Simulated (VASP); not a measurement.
Set up this calculation in VASP 6.6.1, as the native input.

* Task: single point
* Functional: r2SCAN
* Potentials or basis: VASP PAW PBE potentials, release 64 (Pt)
* Cutoff: 520 eV
* k mesh: 18 × 18 × 14
* Occupations: gaussian, width 0.1 eV
* Spin: no spin polarisation
* Dipole correction: no
* Further INCAR settings: ALGO = Normal; EDIFF = 1e-07; NBANDS = 17

Crystal: Pt.

```
Pt
1.0
     1.97011    1.97011    0.00000
    -1.97011    1.97011    0.00000
     0.00000    0.00000    3.94022
Pt
2
Direct
  0.00000 0.00000 0.00000
  0.50000 0.50000 0.50000
```

The input as run:

POSCAR

```
Pt
1.0
    1.9701103813      1.9701103813      0.0000000000
   -1.9701103813      1.9701103813      0.0000000000
    0.0000000000      0.0000000000      3.9402207626
Pt
2
Direct
    0.0000000000      0.0000000000      0.0000000000
    0.5000000000      0.5000000000      0.5000000000
```

INCAR.step1

```
SYSTEM = Pt
PREC = Accurate
ENCUT = 520
ISMEAR = 0
SIGMA = 0.1
LREAL = .FALSE.
LASPH = .TRUE.
NELM = 100
NBANDS = 17
GGA = PE
ALGO = Normal
EDIFF = 1E-4
LWAVE = .TRUE.
LCHARG = .FALSE.
```

INCAR.step2

```
SYSTEM = Pt
PREC = Accurate
ENCUT = 520
EDIFF = 1E-7
ISMEAR = 0
SIGMA = 0.1
LREAL = .FALSE.
LASPH = .TRUE.
NELM = 100
ALGO = Normal
ISIF = 2
LWAVE = .FALSE.
LCHARG = .FALSE.
METAGGA = R2SCAN
LMIXTAU = .TRUE.
NBANDS = 17
ISTART = 1
```

KPOINTS

```
Automatic mesh
0
G
  18 18 14
  0 0 0
```

Potentials or basis: VASP PAW PBE potentials, release 64 (Pt).

Launch:

```console
$ cat potpaw_PBE.64/Pt/POTCAR > POTCAR
$ cp INCAR.step1 INCAR
$ mpirun -np 1 vasp_std > vasp.out
$ cp INCAR.step2 INCAR
$ mpirun -np 1 vasp_std > vasp.out
```

Results of the run:

```
Pressure               : 0.6 GPa
Band gap on the k mesh : zero (bands 10 and 11 overlap by 1.70 eV)
```

Caveat: the PAW data sets were made with another functional, which shifts forces and pressure a little; spin-orbit coupling is left out, which moves the levels of the heavy elements.

Run time: 7.2 min on 1 thread of Intel(R) Xeon(R) Platinum 8488C (Sapphire Rapids), with other jobs on the host, peak memory 0.3 GiB.
